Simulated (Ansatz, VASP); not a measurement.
## Cu: VASP beside Ansatz

```
Cu
1.0
     2.67516    0.00000    0.00000
    -1.33758    2.31676    0.00000
     0.00000    0.00000    3.69028
Cu
2
Direct
  0.33333 0.66667 0.25000
  0.66667 0.33333 0.75000
```

Alike in both runs: task single point; functional r2SCAN; k mesh 24 × 24 × 14; occupations gaussian, width 0.15 eV; no spin polarisation.

|  | VASP | Ansatz |
| --- | --- | --- |
| version | VASP 6.6.1 | Ansatz 0.2.0 |
| potentials or method | VASP PAW PBE potentials, release 64 (Cu), cutoff 520 eV | scalar-relativistic, plane waves, PAW |
| valence electrons in the cell | 22 | 38 |

|  | VASP | Ansatz | Ansatz less VASP |
| --- | --- | --- | --- |
| gap on the k mesh at the Fermi level (eV) | none | none | - |
| pressure (GPa) | 5.7 | 4.9 | -0.71 |
| traceless stress, the component that is largest in VASP (GPa) | 16.54 | 16.53 | -0.012 |

VASP's potentials were made for PBE, not for r2SCAN. A gap of «none» marks a metal or a gap that the smearing closes. VASP's potentials hold 22 valence electrons a cell and Ansatz's 38, so a difference there can come from the potentials and not from the codes.
